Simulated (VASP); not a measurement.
# MgCl6 (Fm-3m) in VASP: notebook

Runs on MgCl6. Level: PBE. Tasks: single point.

All numbers are computed with VASP 6.6.1; they aren't measurements. Logs are shortened: lines on timing, memory, paths and dates and some standing lists are left out, and cuts for length are marked.

## Step 1: The cell of the first run

Symmetry: Fm-3m, No. 225, cubic system. The conventional cell has a = 9.155 Å, b = 9.155 Å, c = 9.155 Å, α = 90.00°, β = 90.00°, γ = 90.00°. Within 3.3 Å of Mg (site symmetry m-3m) lie 6 Cl at 2.47 Å. Within 3.3 Å of Cl (site symmetry 4mm) lie 1 Mg at 2.47 Å and 4 Cl at 2.98 Å.

The cell was generated, and may not be a known phase.

## Step 2: Single point, PBE

File INCAR:

```
  PREC = Accurate
  ENCUT = 520
  EDIFF = 1E-6
  ISMEAR = 0
  SIGMA = 0.1
  LREAL = F
  LASPH = T
  NELM = 100
  ALGO = Normal
  ISIF = 2
  LWAVE = F
  LCHARG = F
  GGA = PE
  NBANDS = 31
```

File KPOINTS:

```
Automatic mesh
0
Gamma
  4 4 4
```

File POSCAR:

```
MgCl6
1.0
    0.0000000000      4.5776036100      4.5776036100
    4.5776036100      0.0000000000      4.5776036100
    4.5776036100      4.5776036100      0.0000000000
Mg Cl
1 6
Direct
    0.0000000000      0.0000000000      0.0000000000
    0.2701441400      0.7298558600      0.7298558600
    0.7298558600      0.2701441400      0.2701441400
    0.7298558600      0.2701441400      0.7298558600
    0.2701441400      0.7298558600      0.2701441400
    0.7298558600      0.7298558600      0.2701441400
    0.2701441400      0.2701441400      0.7298558600
```

Potentials or basis: VASP PAW PBE potentials, release 64 (Mg, Cl).

Command:

```bash
$ cat potpaw_PBE.64/Mg/POTCAR potpaw_PBE.64/Cl/POTCAR > POTCAR
$ mpirun -np 1 vasp_std > vasp.out
```

OUTCAR:

```text
PREC = Accurate
   ENCUT = 520
   EDIFF = 1E-6
   ISMEAR = 0
   LREAL = F
   LASPH = T
   NELM = 100
   ISIF = 2
   GGA = PE

 ion  position               nearest neighbor table
   1  0.000  0.000  0.000-   2 2.47   3 2.47   4 2.47   5 2.47   6 2.47   7 2.47
   2  0.270  0.730  0.730-   1 2.47
   3  0.730  0.270  0.270-   1 2.47
   4  0.730  0.270  0.730-   1 2.47
   5  0.270  0.730  0.270-   1 2.47
   6  0.730  0.730  0.270-   1 2.47
   7  0.270  0.270  0.730-   1 2.47

  LATTYP: Found a face centered cubic cell.
 ALAT       =     9.1552072200

  Lattice vectors:

 A1 = (   0.0000000000,   4.5776036100,   4.5776036100)
 A2 = (   4.5776036100,   0.0000000000,   4.5776036100)
 A3 = (   4.5776036100,   4.5776036100,   0.0000000000)

Analysis of symmetry for initial positions (statically):
=====================================================================
 Subroutine PRICEL returns:
 Original cell was already a primitive cell.

 Routine SETGRP: Setting up the symmetry group for a
 face centered cubic supercell.

 Subroutine GETGRP returns: Found 48 space group operations
 (whereof 48 operations were pure point group operations)
 out of a pool of 48 trial point group operations.

The static configuration has the point symmetry O_h .

Analysis of symmetry for dynamics (positions and initial velocities):
=====================================================================
 Subroutine PRICEL returns:
 Original cell was already a primitive cell.

 Routine SETGRP: Setting up the symmetry group for a
 face centered cubic supercell.

 Subroutine GETGRP returns: Found 48 space group operations
 (whereof 48 operations were pure point group operations)
 out of a pool of 48 trial point group operations.

The dynamic configuration has the point symmetry O_h .

 Subroutine INISYM returns: Found 48 space group operations
 (whereof 48 operations are pure point group operations),
 and found     1 'primitive' translations

----------------------------------------------------------------------------------------

[... 82 lines left out ...]
   LASPH  =      T    aspherical Exc in radial PAW
   ENCUT  =  520.0 eV  38.22 Ry    6.18 a.u.  12.04 12.04 12.04*2*pi/ulx,y,z
   NELM   =    100;   NELMIN=  2; NELMDL= -5     # of ELM steps
   EDIFF  = 0.1E-05   stopping-criterion for ELM
   LREAL  =      F    real-space projection
   EDIFFG = 0.1E-04   stopping-criterion for IOM
   NSW    =      0    number of steps for IOM
   IBRION =     -1    ionic relax: 0-MD 1-quasi-New 2-CG
   NFREE  =      0    steps in history (QN), initial steepest desc. (CG)
   ISIF   =      2    stress and relaxation
   ISYM   =      2    0-nonsym 1-usesym 2-fastsym
   POTIM  = 0.5000    time-step for ionic-motion
   TEBEG  =    0.0;   TEEND  =   0.0 temperature during run
   PSTRESS=    0.0 pullay stress
   NELECT =      44.0000    total number of electrons
   NUPDOWN=      -1.0000    fix difference up-down
   EMIN   =  10.00;   EMAX   =-10.00  energy-range for DOS
   EFERMI =   0.00;   METHOD = LEGACY
   ISMEAR =     0;   SIGMA  =   0.10  broadening in eV -4-tet -1-fermi 0-gaus
   EFERMI_NEDOS =   21; number of points for ismear=-14 and -15
   IALGO  =     38    algorithm
   IMIX   =      4    mixing-type and parameters
     AMIX     =   0.40;   BMIX     =  1.00
     AMIX_MAG =   1.60;   BMIX_MAG =  1.00
  volume/ion in A,a.u.               =      27.41       184.95
  Fermi-wavevector in a.u.,A,eV,Ry     =   1.002100  1.893694 13.663019  1.004204
  Thomas-Fermi vector in A             =   2.134565
   LORBIT       =      0    0 simple, 1 ext, 2 COOP (PROOUT), +10 PAW based schemes
   GGA     = PE    functional components
   LHFCALC =     F    Hartree Fock is set to
   AEXX    =    0.0000 exact exchange contribution
   IVDW    =     0    specifies the selected vdW correction
   LEPSILON=     F    determine dielectric tensor
   LRPA    =     F    only Hartree local field effects (RPA)
 non-spin polarized calculation
 Gauss-broadening in eV      SIGMA  =   0.10
  energy-cutoff  :      520.00
  volume of cell :      191.84
 maximum number of plane-waves:      5190
   NGX = 25   NGY = 25   NGZ = 25

 number of electron      43.9999999 magnetization

 Free energy of the ion-electron system (eV)
  ---------------------------------------------------
  ext. energy  EPLUGINS =         0.00000000
  ---------------------------------------------------
  free energy    TOTEN  =       -13.61884329 eV

  energy without entropy =      -13.53728909  energy(sigma->0) =      -13.57806619

 E-fermi :  -0.7643     XC(G=0):  -7.7986

 val. band max:       -0.7768238904   @ k =  -0.2500   0.2500   0.0000
 cond. band min:      -0.7489376407   @ k =   0.5000   0.0000   0.0000
 fundamental gap:      0.0278862497
 Fermi energy:        -0.7642853212

 k-point     1 :       0.0000    0.0000    0.0000
  band No.  band energies     occupation
      1     -15.1758      2.00000
      2     -14.1367      2.00000
      3     -14.1367      2.00000
      4     -14.1367      2.00000
      5     -13.6458      2.00000
      6     -13.6458      2.00000
[... 261 lines left out ...]
     30       9.1122      0.00000
     31       9.5868      0.00000

------------------------ aborting loop because EDIFF is reached ----------------------------------------

  FORCE on cell =-STRESS in cart. coord.  units (eV):
  Direction    XX          YY          ZZ          XY          YZ          ZX
  --------------------------------------------------------------------------------------
  -------------------------------------------------------------------------------------
  Total        1.4421671      1.4421671      1.4421671     -0.0000000     -0.0000000      0.0000000
  in kB       12.0443015     12.0443015     12.0443015     -0.0000000     -0.0000000      0.0000000
  external PRESSURE =      12.0443015 kB  Pullay stress =       0.0000000 kB

 VOLUME and BASIS-vectors are now :
 -----------------------------------------------------------------------------
  energy-cutoff  :      520.00
  volume of cell :      191.84
      direct lattice vectors                 reciprocal lattice vectors
     0.000000000  4.577603610  4.577603610    -0.109227457  0.109227457  0.109227457
     4.577603610  0.000000000  4.577603610     0.109227457 -0.109227457  0.109227457
     4.577603610  4.577603610  0.000000000     0.109227457  0.109227457 -0.109227457

 POSITION                                       TOTAL-FORCE (eV/Angst)
 -----------------------------------------------------------------------------------
      0.00000      0.00000      0.00000        -0.000000      0.000000      0.000000
      6.68198      4.57760      4.57760         0.570292      0.000000      0.000000
      2.47323      4.57760      4.57760        -0.570292      0.000000      0.000000
      4.57760      6.68198      4.57760         0.000000      0.570292      0.000000
      4.57760      2.47323      4.57760         0.000000     -0.570292      0.000000
      4.57760      4.57760      6.68198         0.000000      0.000000      0.570292
      4.57760      4.57760      2.47323         0.000000      0.000000     -0.570292
 -----------------------------------------------------------------------------------
    total drift:                               -0.000000     -0.000000     -0.000000

  FREE ENERGIE OF THE ION-ELECTRON SYSTEM (eV)
  ---------------------------------------------------
  free  energy   TOTEN  =       -13.6188432884 eV

  energy  without entropy=      -13.5372890941  energy(sigma->0) =      -13.57806619
```

OSZICAR:

```text
N       E                     dE             d eps       ncg     rms          rms(c)
DAV:   1     0.303542058898E+03    0.30354E+03   -0.18862E+04   496   0.120E+03
DAV:   2     0.129429140626E+02   -0.29060E+03   -0.28466E+03   694   0.220E+02
DAV:   3    -0.132209049772E+02   -0.26164E+02   -0.25867E+02   601   0.761E+01
DAV:   4    -0.136956634463E+02   -0.47476E+00   -0.47381E+00   608   0.120E+01
DAV:   5    -0.137084112530E+02   -0.12748E-01   -0.12745E-01   594   0.204E+00    0.758E+00
DAV:   6    -0.136285074403E+02    0.79904E-01   -0.11133E-01   608   0.149E+00    0.451E+00
DAV:   7    -0.136193968873E+02    0.91106E-02   -0.11313E-01   594   0.154E+00    0.684E-01
DAV:   8    -0.136188077534E+02    0.58913E-03   -0.10156E-02   601   0.464E-01    0.177E-01
DAV:   9    -0.136188433002E+02   -0.35547E-04   -0.29714E-04   594   0.907E-02    0.416E-02
DAV:  10    -0.136188436702E+02   -0.36999E-06   -0.26045E-05   608   0.269E-02    0.110E-02
DAV:  11    -0.136188432884E+02    0.38180E-06   -0.24887E-06   522   0.793E-03
   1 F= -.13618843E+02 E0= -.13578066E+02  d E =-.815542E-01
```

stdout:

```text
POSCAR found type information on POSCAR MgCl
 POSCAR found :  2 types and       7 ions
 scaLAPACK will be used
 LDA part: xc-table for (Slater+PW92), standard interpolation
 POSCAR, INCAR and KPOINTS ok, starting setup
 FFT: planning ... GRIDC
 FFT: planning ... GRID_SOFT
 FFT: planning ... GRID
 WAVECAR not read
 entering main loop
```

It took 31 s on 1 thread of Intel Xeon 6975P-C (Granite Rapids), shared host; peak memory 0.32 GiB.

What came out:

| Item | Value |
| --- | --- |
| Free energy | -13.6188 eV |
| Pressure | 1.2 GPa |
| Largest force | 0.570 eV/Å |
| Band gap on the k mesh | zero (bands 22 and 23 overlap by 0.58 eV) |

Forces on the atoms (eV/Å):
```
Mg   0.000  0.000  0.000
Cl   0.570  0.000  0.000
Cl  -0.570  0.000  0.000
Cl   0.000  0.570  0.000
Cl   0.000 -0.570  0.000
Cl   0.000  0.000  0.570
Cl   0.000  0.000 -0.570
```

## Step 3: Single point, PBE

This run uses another cell than the first one, of 29.91 Å³/atom.

File INCAR:

```
PREC     = Accurate       # precision mode
ENCUT    = 520            # plane-wave cutoff, eV
EDIFF    = 1E-6           # SCF threshold, eV
ISMEAR   = 0              # smearing method
SIGMA    = 0.1            # smearing width, eV
LREAL    = False          # projectors in reciprocal space
LASPH    = True           # aspherical terms in the spheres
NELM     = 100            # most SCF steps
ALGO     = Normal         # electronic algorithm
ISIF     = 2              # what is computed and relaxed
LWAVE    = False          # write WAVECAR
LCHARG   = False          # write CHGCAR
GGA      = PE             # functional
NBANDS   = 31             # bands
```

File KPOINTS:

```
regular mesh
0
Gamma
  4 4 4
```

File POSCAR:

```
MgCl6
1.0
    0.0000000000      4.7130327489      4.7130327489
    4.7130327489      0.0000000000      4.7130327489
    4.7130327489      4.7130327489      0.0000000000
Mg Cl
1 6
Direct
    0.0000000000      0.0000000000      0.0000000000
    0.2593509504      0.7406490496      0.7406490496
    0.7406490496      0.2593509504      0.2593509504
    0.7406490496      0.2593509504      0.7406490496
    0.2593509504      0.7406490496      0.2593509504
    0.7406490496      0.7406490496      0.2593509504
    0.2593509504      0.2593509504      0.7406490496
```

Potentials or basis: VASP PAW PBE potentials, release 64 (Mg, Cl).

Command:

```bash
$ cat potpaw_PBE.64/Mg/POTCAR potpaw_PBE.64/Cl/POTCAR > POTCAR
$ mpirun -np 1 vasp_std > vasp.out
```

OUTCAR:

```text
PREC = Accurate
   ENCUT = 520
   EDIFF = 1E-6
   ISMEAR = 0
   LREAL = False
   LASPH = True
   NELM = 100
   ISIF = 2
   GGA = PE

 ion  position               nearest neighbor table
   1  0.000  0.000  0.000-   2 2.44   3 2.44   4 2.44   5 2.44   6 2.44   7 2.44
   2  0.259  0.741  0.741-   1 2.44
   3  0.741  0.259  0.259-   1 2.44
   4  0.741  0.259  0.741-   1 2.44
   5  0.259  0.741  0.259-   1 2.44
   6  0.741  0.741  0.259-   1 2.44
   7  0.259  0.259  0.741-   1 2.44
[... 462 lines left out ...]
  -------------------------------------------------------------------------------------
  Total       -0.3083896     -0.3083896     -0.3083896     -0.0000000      0.0000000      0.0000000
  in kB       -2.3598203     -2.3598203     -2.3598203     -0.0000000      0.0000000      0.0000000
  external PRESSURE =      -2.3598203 kB  Pullay stress =       0.0000000 kB

 VOLUME and BASIS-vectors are now :
 -----------------------------------------------------------------------------
  energy-cutoff  :      520.00
  volume of cell :      209.38
      direct lattice vectors                 reciprocal lattice vectors
     0.000000000  4.713032749  4.713032749    -0.106088802  0.106088802  0.106088802
     4.713032749  0.000000000  4.713032749     0.106088802 -0.106088802  0.106088802
     4.713032749  4.713032749  0.000000000     0.106088802  0.106088802 -0.106088802

 POSITION                                       TOTAL-FORCE (eV/Angst)
 -----------------------------------------------------------------------------------
      0.00000      0.00000      0.00000         0.000000      0.000000      0.000000
      6.98141      4.71303      4.71303        -0.019053      0.000000      0.000000
      2.44466      4.71303      4.71303         0.019053      0.000000      0.000000
      4.71303      6.98141      4.71303         0.000000     -0.019053      0.000000
      4.71303      2.44466      4.71303         0.000000      0.019053      0.000000
      4.71303      4.71303      6.98141         0.000000      0.000000     -0.019053
      4.71303      4.71303      2.44466         0.000000      0.000000      0.019053
 -----------------------------------------------------------------------------------
    total drift:                                0.000000      0.000000      0.000000

  FREE ENERGIE OF THE ION-ELECTRON SYSTEM (eV)
  ---------------------------------------------------
  free  energy   TOTEN  =       -13.8000124936 eV

  energy  without entropy=      -13.7057374580  energy(sigma->0) =      -13.75287498
```

stdout:

```text
POSCAR found type information on POSCAR MgCl
 POSCAR found :  2 types and       7 ions
 scaLAPACK will be used
 LDA part: xc-table for (Slater+PW92), standard interpolation
 POSCAR, INCAR and KPOINTS ok, starting setup
 FFT: planning ... GRIDC
 FFT: planning ... GRID_SOFT
 FFT: planning ... GRID
 WAVECAR not read
 entering main loop
```

Wall time 50 s (1 thread of Intel Xeon 6975P-C (Granite Rapids), shared host); peak memory 0.33 GiB.

Results:

* Free energy: -13.8000 eV
* Pressure: -0.2 GPa
* Largest force: 0.019 eV/Å
* Band gap on the k mesh: zero (bands 22 and 23 overlap by 0.49 eV)

Forces in eV/Å, atoms in the order of the input:
```
Mg   0.000  0.000  0.000
Cl  -0.019  0.000  0.000
Cl   0.019  0.000  0.000
Cl   0.000 -0.019  0.000
Cl   0.000  0.019  0.000
Cl   0.000  0.000 -0.019
Cl   0.000  0.000  0.019
```

## Step 4: Single point, PBE

This run uses another cell than the first one, of 29.62 Å³/atom.

File INCAR:

```
ALGO = Normal
EDIFF = 1E-7
ENCUT = 520
GGA = PE
ISIF = 2
ISMEAR = 0
LASPH = T
LCHARG = F
LREAL = F
LWAVE = F
NBANDS = 31
NELM = 100
PREC = Accurate
SIGMA = 0.1
```

File KPOINTS:

```
k-points
0
Gamma
  8 8 8
```

File POSCAR:

```
MgCl6
1.0
    0.0000000000      4.6977194431      4.6977194431
    4.6977194431      0.0000000000      4.6977194431
    4.6977194431      4.6977194431      0.0000000000
Mg Cl
1 6
Direct
    0.0000000000      0.0000000000      0.0000000000
    0.2604971207      0.7395028793      0.7395028793
    0.7395028793      0.2604971207      0.2604971207
    0.7395028793      0.2604971207      0.7395028793
    0.2604971207      0.7395028793      0.2604971207
    0.7395028793      0.7395028793      0.2604971207
    0.2604971207      0.2604971207      0.7395028793
```

Command:

```bash
$ cat potpaw_PBE.64/Mg/POTCAR potpaw_PBE.64/Cl/POTCAR > POTCAR
$ mpirun -np 1 vasp_std > vasp.out
```

It took 2.7 min on 1 thread of Intel Xeon 6975P-C (Granite Rapids), shared host; peak memory 0.41 GiB.

It converged, with:

- Free energy: -13.7856 eV
- Pressure: -0.1 GPa
- Largest force: 0.011 eV/Å
- Band gap on the k mesh: zero (bands 22 and 23 overlap by 0.53 eV)

Forces on the atoms (eV/Å):
```
Mg   0.000  0.000  0.000
Cl   0.011  0.000  0.000
Cl  -0.011  0.000  0.000
Cl   0.000  0.011  0.000
Cl   0.000 -0.011  0.000
Cl   0.000  0.000  0.011
Cl   0.000  0.000 -0.011
```

Levels at points of the mesh, in eV from the Fermi level:
| k point | band 18 | band 19 | band 20 | band 21 | band 22 | band 23 | band 24 | band 25 | band 26 | band 27 |
| --- | --- | --- | --- | --- | --- | --- | --- | --- | --- | --- |
| (0.00, 0.00, 0.00) | -0.22 | 0.08 | 0.08 | 0.08 | 0.36 | 0.36 | 0.36 | 6.63 | 6.95 | 7.71 |
| (0.50, 0.00, 0.00) | -1.10 | -0.19 | -0.04 | 0.03 | 0.03 | 0.10 | 0.10 | 7.95 | 8.48 | 8.64 |
| (0.50, 0.50, 0.00) | -0.81 | -0.81 | -0.75 | -0.24 | -0.13 | -0.13 | 0.35 | 8.42 | 9.06 | 9.07 |

## Step 5: Single point, PBE

This run uses another cell than the first one, of 29.62 Å³/atom.

File INCAR:

```
SYSTEM = MgCl6
ALGO = Normal ; EDIFF = 1E-6
ENCUT = 520 ; GGA = PE
ISIF = 2 ; ISMEAR = 0
LASPH = .TRUE. ; LCHARG = .TRUE.
LELF = .TRUE. ; LREAL = .FALSE.
LVHAR = .TRUE. ; LWAVE = .FALSE.
NBANDS = 31 ; NELM = 80
PREC = Accurate ; SIGMA = 0.1
```

File KPOINTS:

```
k-points
0
G
  8 8 8
  0 0 0
```

POSCAR is that of step 4.

Command:

```bash
$ cat potpaw_PBE.64/Mg/POTCAR potpaw_PBE.64/Cl/POTCAR > POTCAR
$ mpirun -np 1 vasp_std > vasp.out
```

Run time: 2.1 min. Hardware: 1 thread of Intel Xeon 6975P-C (Granite Rapids), shared host; peak memory 0.41 GiB.

The run converged. Its results:

```yaml
Free_energy: -13.7856 eV
Pressure: -0.1 GPa
Largest_force: 0.012 eV/Å
Band_gap_on_the_k_mesh: zero (bands 22 and 23 overlap by 0.53 eV)
```

Forces in eV/Å, atoms in the order of the input:
```
Mg   0.000  0.000  0.000
Cl   0.012  0.000  0.000
Cl  -0.012  0.000  0.000
Cl   0.000  0.012  0.000
Cl   0.000 -0.012  0.000
Cl   0.000  0.000  0.012
Cl   0.000  0.000 -0.012
```

Levels at points of the mesh, in eV from the Fermi level:
```tsv
k point	band 18	band 19	band 20	band 21	band 22	band 23	band 24	band 25	band 26	band 27
(0.00, 0.00, 0.00)	-0.22	0.08	0.08	0.08	0.36	0.36	0.36	6.63	6.95	7.71
(0.50, 0.00, 0.00)	-1.10	-0.19	-0.04	0.03	0.03	0.10	0.10	7.95	8.48	8.64
(0.50, 0.50, 0.00)	-0.81	-0.81	-0.75	-0.24	-0.13	-0.13	0.35	8.42	9.06	9.07
```

## Step 6: Summary

```csv
cell,k mesh,gap on the mesh (eV),pressure (GPa),largest force (eV/Å)
"a = 6.474 Å, angles 60.0°, 7 atoms, atomic positions A",4 × 4 × 4,none,1.2,0.57
"a = 6.665 Å, angles 60.0°, 7 atoms, atomic positions B",4 × 4 × 4,none,-0.2,0.02
"a = 6.644 Å, angles 60.0°, 7 atoms, atomic positions C",8 × 8 × 8,none,-0.1,0.01
```

Alike in all rows: task single point; level PBE; potentials or basis VASP PAW PBE potentials, release 64 (Mg, Cl); no spin polarisation; cutoff (eV) 520; smearing gaussian 0.1 eV.

Total energies depend on the potentials used, so only differences within one code and one set of settings carry meaning.

The gap in the log of VASP goes by the Fermi energy; the results here count the filled bands.